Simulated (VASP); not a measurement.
Input of a VASP 6.6.1 run:

INCAR

```
SYSTEM = Ge3Pt
ALGO     = Normal         ! electronic algorithm
EDIFF    = 1E-7           ! SCF threshold, eV
EDIFFG   = -0.04          ! ionic threshold
ENCUT    = 600            ! plane-wave cutoff, eV
GGA      = PE             ! functional
IBRION   = 2              ! ionic algorithm
ISIF     = 3              ! what is computed and relaxed
ISMEAR   = 0              ! smearing method
LASPH    = .TRUE.         ! aspherical terms in the spheres
LCHARG   = .FALSE.        ! write CHGCAR
LREAL    = .FALSE.        ! projectors in reciprocal space
LWAVE    = .FALSE.        ! write WAVECAR
NELM     = 100            ! most SCF steps
NSW      = 90             ! ionic steps
PREC     = Accurate       ! precision mode
SIGMA    = 0.1            ! smearing width, eV
```

KPOINTS

```
k-points
0
G
  6 6 4
  0 0 0
```

POSCAR

```
Ge3Pt
1.0
    3.5420690300      0.0000000000      0.0000000000
    0.0000000000      3.5420690300      0.0000000000
    0.0000000000      0.0000000000      7.2247340800
Ge Pt
3 1
Direct
    0.0000000000      0.0000000000      0.6509379100
    0.0000000000      0.0000000000      0.3490620900
    0.5000000000      0.5000000000      0.0000000000
    0.0000000000      0.0000000000      0.0000000000
```

Potentials or basis: VASP PAW PBE potentials, release 64 (Ge_d, Pt).

Launch:

```sh
$ cat potpaw_PBE.64/Ge_d/POTCAR potpaw_PBE.64/Pt/POTCAR > POTCAR
$ mpirun -np 1 vasp_std > vasp.out
```

Q: What does it give for the relaxed volume?

A: 23.72 Å³/atom.

Q: Estimate the band gap on the k mesh.

A: Zero (band 26 reaches 5.66 eV, above the bottom of band 27 at 3.76 eV).

Q: Estimate the space group after relaxing (to 0.05 Å).

A: P4/mmm (No. 123).

Q: Predict the relaxed cell.

A: a = 3.505 Å, b = 3.505 Å, c = 7.722 Å, α = 90.00°, β = 90.00°, γ = 90.00°.

Step by step:
| step | energy change (eV) | largest force (eV/Å) | pressure (GPa) | volume (Å³) |
| --- | --- | --- | --- | --- |
| 1 | 0.0000 | 2.6282 | 4.81 | 90.64 |
| 2 | -0.3205 | 0.1454 | -2.79 | 99.77 |
| 3 | -0.3395 | 0.2620 | -1.53 | 97.26 |
| 4 | -0.3404 | 0.1649 | -1.81 | 97.75 |
| 5 | -0.3738 | 0.1852 | 0.20 | 94.65 |
| 6 | -0.3738 | 0.1908 | 0.25 | 94.60 |
| 7 | -0.3786 | 0.0929 | 0.08 | 94.73 |
| 8 | -0.3789 | 0.0673 | 0.06 | 94.76 |
| 9 | -0.3792 | 0.0206 | -0.07 | 94.89 |

Caveat: spin-orbit coupling is left out, which moves the levels of the heavy elements.
